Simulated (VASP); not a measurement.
# Cd2CuB2: single point with PBE

Cd2CuB2:

```
Cd Cu B
1.0
     3.39055    0.00000    0.00000
    -1.69528    2.93631    0.00000
     0.00000    0.00000    9.05310
Cd Cu B
2 1 2
Cartesian
  0.0000 0.0000 6.0288
  0.0000 0.0000 3.0243
  0.0000 0.0000 0.0000
  0.0000 1.9575 0.0000
  1.6953 0.9788 0.0000
```

The cell was generated, and may not be a known phase.

```json
{"Program": "VASP 6.6.1", "Task": "single point", "Functional": "PBE", "Potentials or basis": "VASP PAW PBE potentials, release 64 (Cd, Cu, B)", "Cutoff": "520 eV", "k mesh": "12 × 12 × 4", "Occupations": "gaussian, width 0.1 eV", "Spin": "no spin polarisation"}
```

- Pressure: 0.1 GPa
- Largest force: 0.009 eV/Å
- Band gap on the k mesh: zero (an odd number of electrons rules out a gap without spin polarisation)

Forces in eV/Å, atoms in the order of the input:
```
Cd   0.000  0.000  0.009
Cd   0.000  0.000 -0.009
Cu   0.000  0.000  0.000
B    0.000  0.000  0.000
B    0.000  0.000  0.000
```

Stress tensor (GPa, compression positive):
```
0.18 0.00 0.00
0.00 0.18 0.00
0.00 0.00 0.03
```

Levels at points of the mesh, in eV from the Fermi level:
| k point | band 18 | band 19 | band 20 | band 21 | band 22 | band 23 | band 24 | band 25 |
| --- | --- | --- | --- | --- | --- | --- | --- | --- |
| (0.00, 0.00, 0.00) | -4.26 | -1.76 | 0.78 | 1.81 | 1.81 | 2.65 | 2.65 | 4.11 |
| (0.50, 0.00, 0.00) | -4.05 | -1.33 | -1.16 | -0.63 | -0.32 | 2.31 | 2.59 | 3.43 |
| (0.00, 0.00, 0.50) | -4.10 | -2.90 | 1.81 | 1.81 | 2.28 | 2.65 | 2.65 | 4.11 |
| (0.50, 0.00, 0.50) | -4.05 | -1.87 | -1.05 | 0.30 | 0.87 | 0.91 | 1.21 | 3.73 |

It took 4.6 min on 1 thread of Intel Xeon 8259CL, with other jobs on the host, peak memory 0.32 GiB.
